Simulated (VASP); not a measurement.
# Si (a cell with a defect) in VASP: further runs

Si (a cell with a defect) is run at these levels: PBE; tasks: single point.

Everything below comes from runs of VASP 6.6.1. Logs are shortened: lines on timing, memory, paths and dates and some standing lists are left out, and cuts for length are marked.

## 1. The cell of the first run

The cell holds a defect, 17 atoms: a = 7.679 Å, b = 7.679 Å, c = 7.679 Å, α = 60.00°, β = 60.00°, γ = 60.00°.

## 2. Single point, PBE

INCAR reads:

```
SYSTEM = Si
ALGO = Normal ; EDIFF = 1E-7
ENCUT = 520 ; GGA = PE
ISIF = 2 ; ISMEAR = -1
LASPH = .TRUE. ; LCHARG = .FALSE.
LREAL = Auto ; LWAVE = .FALSE.
NBANDS = 48 ; NELM = 100
PREC = Accurate ; SIGMA = 0.05
```

KPOINTS reads:

```
k-points
0
G
  2 2 2
  0 0 0
```

POSCAR reads:

```
Si
1.0
    0.0000000000      5.4300000000      5.4300000000
    5.4300000000      0.0000000000      5.4300000000
    5.4300000000      5.4300000000      0.0000000000
Si
17
Direct
    0.0100475138     -0.0018740331     -0.0066482505
    0.1270134438      0.1150289134      0.1317364641
    0.0096085635     -0.0223895948      0.5034107735
    0.1472431860      0.1154814917      0.6216225599
   -0.0142709024      0.4848044199      0.0443786372
    0.1270104972      0.6258604052      0.1318257827
    0.0096658379      0.5092735727      0.5034091160
    0.1106950276      0.6099839779      0.6690896869
    0.4992987109     -0.0018662983     -0.0068891344
    0.6402554328      0.1393246777      0.0807928177
    0.5150632597      0.0142980663      0.4560708103
    0.6156724678      0.1153107735      0.6216656538
    0.4992966851      0.5091736648     -0.0069510129
    0.6158898711      0.6258570902      0.1320397790
    0.4776792818      0.5094728361      0.5032323204
    0.6155852670      0.6472519337      0.6217594843
    0.8127675875      0.3123484346      0.5623519337
```

Potentials or basis: VASP PAW PBE potentials, release 64 (Si).

Run with:

```bash
$ cat potpaw_PBE.64/Si/POTCAR > POTCAR
$ mpirun -np 1 vasp_std > vasp.out
```

OUTCAR:

```text
SYSTEM = Si
   EDIFF = 1E-7
   ENCUT = 520
   GGA = PE
   ISIF = 2
   ISMEAR = -1
   LASPH = .TRUE.
   LREAL = Auto
   NELM = 100
   PREC = Accurate

 ion  position               nearest neighbor table
   1  0.010  0.998  0.993-  10 2.33   4 2.33   2 2.34   6 2.34
   2  0.127  0.115  0.132-   5 2.33   3 2.33   1 2.34   9 2.34
   3  0.010  0.978  0.503-   8 2.32   2 2.33  17 2.39   4 2.47  12 2.47
   4  0.147  0.115  0.622-  11 2.32   1 2.33  17 2.38   3 2.47   7 2.47
   5  0.986  0.485  0.044-   6 2.33   2 2.33  14 2.33   8 2.35
   6  0.127  0.626  0.132-   5 2.33   7 2.33   1 2.34  13 2.34
   7  0.010  0.509  0.503-   8 2.32   6 2.33  17 2.39   4 2.47  16 2.47
   8  0.111  0.610  0.669-  15 2.32   7 2.32   3 2.32   5 2.35
   9  0.499  0.998  0.993-  12 2.33  10 2.33   2 2.34  14 2.34
  10  0.640  0.139  0.081-   1 2.33   9 2.33  13 2.33  11 2.35
  11  0.515  0.014  0.456-  16 2.32  12 2.32   4 2.32  10 2.35
  12  0.616  0.115  0.622-  11 2.32   9 2.33  17 2.39   3 2.47  15 2.47
  13  0.499  0.509  0.993-  16 2.33  10 2.33  14 2.34   6 2.34
  14  0.616  0.626  0.132-  15 2.33   5 2.33  13 2.34   9 2.34
  15  0.478  0.509  0.503-   8 2.32  14 2.33  17 2.39  12 2.47  16 2.47
  16  0.616  0.647  0.622-  11 2.32  13 2.33  17 2.39   7 2.47  15 2.47
  17  0.813  0.312  0.562-   4 2.38   3 2.39   7 2.39  12 2.39  16 2.39  15 2.39

  LATTYP: Found a face centered cubic cell.
 ALAT       =    10.8600000000

  Lattice vectors:

 A1 = (   0.0000000000,   5.4300000000,   5.4300000000)
 A2 = (   5.4300000000,   0.0000000000,   5.4300000000)
 A3 = (   5.4300000000,   5.4300000000,   0.0000000000)

Analysis of symmetry for initial positions (statically):
=====================================================================
 Subroutine PRICEL returns:
 Original cell was already a primitive cell.

 Routine SETGRP: Setting up the symmetry group for a
 face centered cubic supercell.

 Subroutine GETGRP returns: Found  1 space group operations
 (whereof  1 operations were pure point group operations)
 out of a pool of 48 trial point group operations.

The static configuration has the point symmetry C_1 .

Analysis of symmetry for dynamics (positions and initial velocities):
=====================================================================
 Subroutine PRICEL returns:
 Original cell was already a primitive cell.

 Routine SETGRP: Setting up the symmetry group for a
 face centered cubic supercell.

 Subroutine GETGRP returns: Found  1 space group operations
 (whereof  1 operations were pure point group operations)
 out of a pool of 48 trial point group operations.

The dynamic configuration has the point symmetry C_1 .

 Subroutine INISYM returns: Found  1 space group operations
 (whereof  1 operations are pure point group operations),
 and found     1 'primitive' translations

----------------------------------------------------------------------------------------

                                     Primitive cell

  volume of cell :     320.2060

  direct lattice vectors                    reciprocal lattice vectors
     0.000000000  5.430000000  5.430000000    -0.092081031  0.092081031  0.092081031
     5.430000000  0.000000000  5.430000000     0.092081031 -0.092081031  0.092081031
     5.430000000  5.430000000  0.000000000     0.092081031  0.092081031 -0.092081031

  length of vectors
     7.679179644  7.679179644  7.679179644     0.159489025  0.159489025  0.159489025

  position of ions in fractional coordinates (direct lattice)
     0.010047514  0.998125967  0.993351750
     0.127013444  0.115028913  0.131736464
     0.009608564  0.977610405  0.503410774
     0.147243186  0.115481492  0.621622560
     0.985729098  0.484804420  0.044378637
     0.127010497  0.625860405  0.131825783
[... 9 lines left out ...]
     0.615585267  0.647251934  0.621759484
     0.812767587  0.312348435  0.562351934

  ion indices of the primitive-cell ions
   primitive index   ion index
                 1           1
                 2           2
                 3           3
                 4           4
                 5           5
                 6           6
[... 9 lines left out ...]
                16          16
                17          17

----------------------------------------------------------------------------------------

 KPOINTS: k-points

Automatic generation of k-mesh.
 Grid dimensions read from file:
 generate k-points for:    2    2    2

 Generating k-lattice:

  Cartesian coordinates                     Fractional coordinates (reciprocal lattice)
    -0.046040516  0.046040516  0.046040516     0.500000000  0.000000000  0.000000000
     0.046040516 -0.046040516  0.046040516     0.000000000  0.500000000  0.000000000
     0.046040516  0.046040516 -0.046040516     0.000000000  0.000000000  0.500000000

  Length of vectors
     0.079744512  0.079744512  0.079744512

  Shift w.r.t. Gamma in fractional coordinates (k-lattice)
     0.000000000  0.000000000  0.000000000

 Subroutine IBZKPT returns following result:
 ===========================================

 Found      8 irreducible k-points:

 Following reciprocal coordinates:
            Coordinates               Weight
  0.000000  0.000000  0.000000      1.000000
  0.500000  0.000000  0.000000      1.000000
  0.000000  0.500000  0.000000      1.000000
  0.000000  0.000000  0.500000      1.000000
  0.500000  0.500000  0.500000      1.000000
  0.500000  0.500000  0.000000      1.000000
  0.000000  0.500000  0.500000      1.000000
  0.500000  0.000000  0.500000      1.000000
   k-points           NKPTS =      8   k-points in BZ     NKDIM =      8   number of bands    NBANDS=     48
   number of dos      NEDOS =    301   number of ions     NIONS =     17
   total plane-waves  NPLWV = 216000
   dimension x,y,z NGX =    60 NGY =   60 NGZ =   60
   dimension x,y,z NGXF=   120 NGYF=  120 NGZF=  120
   ions per type =              17
   NGX,Y,Z   is equivalent  to a cutoff of  12.99, 12.99, 12.99 a.u.
   NGXF,Y,Z  is equivalent  to a cutoff of  25.98, 25.98, 25.98 a.u.
 SYSTEM =  Si
   PREC   = accura    normal or accurate (medium, high low for compatibility)
   ISTART =      0    job   : 0-new  1-cont  2-samecut
   ICHARG =      2    charge: 1-file 2-atom 10-const
   ISPIN  =      1    spin polarized calculation?
   LNONCOLLINEAR =      F non collinear calculations
   LSORBIT =      F    spin-orbit coupling
   LASPH  =      T    aspherical Exc in radial PAW
   ENCUT  =  520.0 eV  38.22 Ry    6.18 a.u.  14.28 14.28 14.28*2*pi/ulx,y,z
   NELM   =    100;   NELMIN=  2; NELMDL= -5     # of ELM steps
   EDIFF  = 0.1E-06   stopping-criterion for ELM
   LREAL  =      T    real-space projection
   EDIFFG = 0.1E-05   stopping-criterion for IOM
   NSW    =      0    number of steps for IOM
   IBRION =     -1    ionic relax: 0-MD 1-quasi-New 2-CG
   NFREE  =      0    steps in history (QN), initial steepest desc. (CG)
   ISIF   =      2    stress and relaxation
   ISYM   =      2    0-nonsym 1-usesym 2-fastsym
   POTIM  = 0.5000    time-step for ionic-motion
   TEBEG  =    0.0;   TEEND  =   0.0 temperature during run
   PSTRESS=    0.0 pullay stress
   NELECT =      68.0000    total number of electrons
   NUPDOWN=      -1.0000    fix difference up-down
   EMIN   =  10.00;   EMAX   =-10.00  energy-range for DOS
   EFERMI =   0.00;   METHOD = LEGACY
   ISMEAR =    -1;   SIGMA  =   0.05  broadening in eV -4-tet -1-fermi 0-gaus
   EFERMI_NEDOS =   21; number of points for ismear=-14 and -15
   IALGO  =     38    algorithm
   IMIX   =      4    mixing-type and parameters
     AMIX     =   0.40;   BMIX     =  1.00
     AMIX_MAG =   1.60;   BMIX_MAG =  1.00
  volume/ion in A,a.u.               =      18.84       127.11
  Fermi-wavevector in a.u.,A,eV,Ry     =   0.976715  1.845724 12.979587  0.953973
  Thomas-Fermi vector in A             =   2.107356
   LORBIT       =      0    0 simple, 1 ext, 2 COOP (PROOUT), +10 PAW based schemes
   GGA     = PE    functional components
   LHFCALC =     F    Hartree Fock is set to
   AEXX    =    0.0000 exact exchange contribution
   IVDW    =     0    specifies the selected vdW correction
   LEPSILON=     F    determine dielectric tensor
   LRPA    =     F    only Hartree local field effects (RPA)
 non-spin polarized calculation
  energy-cutoff  :      520.00
  volume of cell :      320.21
 maximum number of plane-waves:      8646
 NGX is ok and might be reduce to    60
   NGX = 29   NGY = 29   NGZ = 29

 number of electron      68.0000000 magnetization

 Free energy of the ion-electron system (eV)
  ---------------------------------------------------
  ext. energy  EPLUGINS =         0.00000000
  ---------------------------------------------------
  free energy    TOTEN  =       -87.69132186 eV

  energy without entropy =      -87.66452666  energy(sigma->0) =      -87.67792426

 E-fermi :   6.7366     XC(G=0):  -9.6862

 val. band max:        6.4708952398   @ k =   0.5000   0.0000   0.5000
 cond. band min:       6.7585468327   @ k =   0.0000   0.0000   0.0000
 fundamental gap:      0.2876515929
 Fermi energy:         6.7365794198

 k-point     1 :       0.0000    0.0000    0.0000
  band No.  band energies     occupation
      1      -6.2330      2.00000
      2      -3.9330      2.00000
      3      -3.6431      2.00000
      4      -3.6424      2.00000
      5      -3.4108      2.00000
      6      -2.5470      2.00000
[... 38 lines left out ...]
     45       8.8083      0.00000
     46       8.8092      0.00000

 k-point     2 :       0.5000    0.0000    0.0000
  band No.  band energies     occupation
      1      -5.7623      2.00000
      2      -5.0097      2.00000
      3      -3.6585      2.00000
      4      -3.4468      2.00000
      5      -3.1838      2.00000
      6      -3.0402      2.00000
[... 38 lines left out ...]
     45       9.5245      0.00000
     46      10.1383      0.00000

 k-point     3 :       0.0000    0.5000    0.0000
  band No.  band energies     occupation
      1      -5.7623      2.00000
      2      -5.0097      2.00000
      3      -3.6585      2.00000
      4      -3.4471      2.00000
      5      -3.1837      2.00000
      6      -3.0402      2.00000
[... 38 lines left out ...]
     45       9.5248      0.00000
     46      10.1384      0.00000

 k-point     4 :       0.0000    0.0000    0.5000
  band No.  band energies     occupation
      1      -5.8416      2.00000
      2      -4.8819      2.00000
      3      -3.4180      2.00000
      4      -3.4170      2.00000
      5      -3.3816      2.00000
      6      -3.0263      2.00000
[... 38 lines left out ...]
     45       9.8192      0.00000
     46      10.3083      0.00000

 k-point     5 :       0.5000    0.5000    0.5000
  band No.  band energies     occupation
      1      -5.7622      2.00000
      2      -5.0097      2.00000
      3      -3.6586      2.00000
      4      -3.4473      2.00000
      5      -3.1835      2.00000
      6      -3.0400      2.00000
[... 38 lines left out ...]
     45       9.5249      0.00000
     46      10.1380      0.00000

 k-point     6 :       0.5000    0.5000    0.0000
  band No.  band energies     occupation
      1      -5.6350      2.00000
      2      -4.7199      2.00000
      3      -4.0717      2.00000
      4      -3.8896      2.00000
      5      -3.8026      2.00000
      6      -3.6482      2.00000
[... 38 lines left out ...]
     45      10.4005      0.00000
     46      10.4987      0.00000

 k-point     7 :       0.0000    0.5000    0.5000
  band No.  band energies     occupation
      1      -5.6349      2.00000
      2      -4.7201      2.00000
      3      -4.0718      2.00000
      4      -3.8894      2.00000
      5      -3.8025      2.00000
      6      -3.6482      2.00000
[... 38 lines left out ...]
     45      10.4007      0.00000
     46      10.4987      0.00000

 k-point     8 :       0.5000    0.0000    0.5000
  band No.  band energies     occupation
      1      -5.6349      2.00000
      2      -4.7202      2.00000
      3      -4.0719      2.00000
      4      -3.8892      2.00000
      5      -3.8024      2.00000
      6      -3.6482      2.00000
[... 38 lines left out ...]
     45      10.4009      0.00000
     46      10.4987      0.00000
 [bands above 46 left out]

------------------------ aborting loop because EDIFF is reached ----------------------------------------

  FORCE on cell =-STRESS in cart. coord.  units (eV):
  Direction    XX          YY          ZZ          XY          YZ          ZX
  --------------------------------------------------------------------------------------
  -------------------------------------------------------------------------------------
  Total       10.2490081     10.2497717     10.2502321     -0.9205726      0.9266109      0.9420186
  in kB       51.2817613     51.2855820     51.2878857     -4.6061612      4.6363746      4.7134681
  external PRESSURE =      51.2850763 kB  Pullay stress =       0.0000000 kB

 VOLUME and BASIS-vectors are now :
 -----------------------------------------------------------------------------
  energy-cutoff  :      520.00
  volume of cell :      320.21
      direct lattice vectors                 reciprocal lattice vectors
     0.000000000  5.430000000  5.430000000    -0.092081031  0.092081031  0.092081031
     5.430000000  0.000000000  5.430000000     0.092081031 -0.092081031  0.092081031
     5.430000000  5.430000000  0.000000000     0.092081031  0.092081031 -0.092081031

 POSITION                                       TOTAL-FORCE (eV/Angst)
 -----------------------------------------------------------------------------------
     10.81372      5.44846      5.47438        -0.005517      0.006657      0.006346
      1.33994      1.40501      1.31429        -0.010735      0.004129     -0.004788
      8.04195      2.78569      5.36060        -0.036404      0.021593     -0.026006
      4.00248      4.17494      1.42659        -0.027471      0.047037      0.028925
      2.87346      5.59348      7.98500         0.033992      0.034667     -0.034309
      4.11424      1.40548      4.08809         0.002656      0.000035      0.014647
[... 9 lines left out ...]
      6.89073      6.71878      6.85721        -0.015452     -0.015475      0.015150
      4.74962      7.46690      6.10938         0.018017     -0.023366     -0.005721
 -----------------------------------------------------------------------------------
    total drift:                                0.004742      0.001337     -0.001417

  FREE ENERGIE OF THE ION-ELECTRON SYSTEM (eV)
  ---------------------------------------------------
  free  energy   TOTEN  =       -87.6913218648 eV

  energy  without entropy=      -87.6645266596  energy(sigma->0) =      -87.67792426
```

It took 3.6 min on 1 thread of Intel Xeon Platinum 8488C (Sapphire Rapids), shared host; peak memory 0.46 GiB.

What came out:

| Item | Value |
| --- | --- |
| Free energy | -87.6913 eV |
| Pressure | 5.1 GPa |
| Largest force | 0.062 eV/Å |
| Band gap on the k mesh | zero (band 34 reaches 6.80 eV, above the bottom of band 35 at 6.76 eV) |

Forces in eV/Å, atoms in the order of the input:
```
Si  -0.006  0.007  0.006
Si  -0.011  0.004 -0.005
Si  -0.036  0.022 -0.026
Si  -0.027  0.047  0.029
Si   0.034  0.035 -0.034
Si   0.003  0.000  0.015
Si   0.022  0.016  0.020
Si   0.032 -0.001 -0.021
Si   0.008  0.001 -0.019
Si  -0.036 -0.034  0.035
Si   0.000 -0.042  0.009
Si  -0.014 -0.016 -0.001
Si   0.024  0.007 -0.013
Si  -0.013 -0.028  0.014
Si   0.018  0.022 -0.018
Si  -0.015 -0.015  0.015
Si   0.018 -0.023 -0.006
```

Levels at points of the mesh, in eV from the Fermi level:
| k point | band 32 | band 33 | band 34 | band 35 | band 36 | band 37 |
| --- | --- | --- | --- | --- | --- | --- |
| (0.00, 0.00, 0.00) | -0.66 | -0.66 | -0.49 | 0.02 | 0.02 | 0.27 |
| (0.50, 0.00, 0.00) | -1.35 | -0.84 | -0.30 | 0.30 | 0.66 | 0.97 |
| (0.00, 0.50, 0.00) | -1.35 | -0.84 | -0.30 | 0.30 | 0.66 | 0.97 |
| (0.00, 0.00, 0.50) | -1.25 | -1.25 | 0.06 | 0.51 | 0.51 | 1.21 |
| (0.50, 0.50, 0.50) | -1.35 | -0.84 | -0.30 | 0.30 | 0.66 | 0.97 |
| (0.50, 0.50, 0.00) | -1.72 | -0.37 | -0.27 | 0.58 | 1.42 | 1.54 |
| (0.00, 0.50, 0.50) | -1.72 | -0.37 | -0.27 | 0.58 | 1.42 | 1.54 |
| (0.50, 0.00, 0.50) | -1.72 | -0.37 | -0.27 | 0.58 | 1.42 | 1.54 |

Caveat: the k points lie up to 0.50 Å⁻¹ apart.

(Part 1 of 2 ends here.)
